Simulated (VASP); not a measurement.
Wanted: the native input for a VASP 6.6.1 run.

| Item | Value |
| --- | --- |
| Task | single point |
| Functional | revPBE |
| Dispersion | D3(BJ) |
| Potentials or basis | VASP PAW PBE potentials, release 64 (Fe) |
| Cutoff | 520 eV |
| k mesh | 13 × 13 × 13 |
| Occupations | fermi-dirac, width 0.05 eV |
| Spin | collinear spin, ferromagnetic start |
| Starting moments | [3.0] μB |
| Dipole correction | no |
| Further INCAR settings | ALGO = Normal; EDIFF = 1e-06; NBANDS = 14 |

The structure of Fe lies in POSCAR:

```
Fe
1.0
   -1.4001951175      1.4001951175      1.4001951175
    1.4001951175     -1.4001951175      1.4001951175
    1.4001951175      1.4001951175     -1.4001951175
Fe
1
Direct
    0.0000000000      0.0000000000      0.0000000000
```

These files were run (other wordings do the same):

INCAR

```
SYSTEM = Fe
ALGO = Normal
EDIFF = 1E-6
ENCUT = 520
GGA = RE
ISIF = 2
ISMEAR = -1
ISPIN = 2
IVDW = 12
LASPH = .TRUE.
LCHARG = .TRUE.
LELF = .TRUE.
LMAXMIX = 4
LORBIT = 11
LREAL = .FALSE.
LVHAR = .TRUE.
LWAVE = .FALSE.
MAGMOM = 3
NBANDS = 14
NELM = 150
PREC = Accurate
SIGMA = 0.05
```

KPOINTS

```
k-points
0
G
  13 13 13
  0 0 0
```

Potentials or basis: VASP PAW PBE potentials, release 64 (Fe).

Run with:

```sh
$ cat potpaw_PBE.64/Fe/POTCAR > POTCAR
$ mpirun -np 1 vasp_std > vasp.out
```

It gave:

```json
{"Pressure": "-0.3 GPa", "Net moment": "2.10 μB per cell", "Site moments": "Fe +2.10 μB", "Valence electrons inside the program's atomic spheres": "Fe 7.34", "Dispersion energy per atom": "-0.707 eV"}
```

Caveat: the PAW data sets were made with another functional, which shifts forces and pressure a little; pairwise dispersion overbinds metals, which lowers pressure and volume.

It took 14 s on 1 thread of Intel(R) Xeon(R) Platinum 8559C (Emerald Rapids) (shared host), peak memory 0.14 GiB.
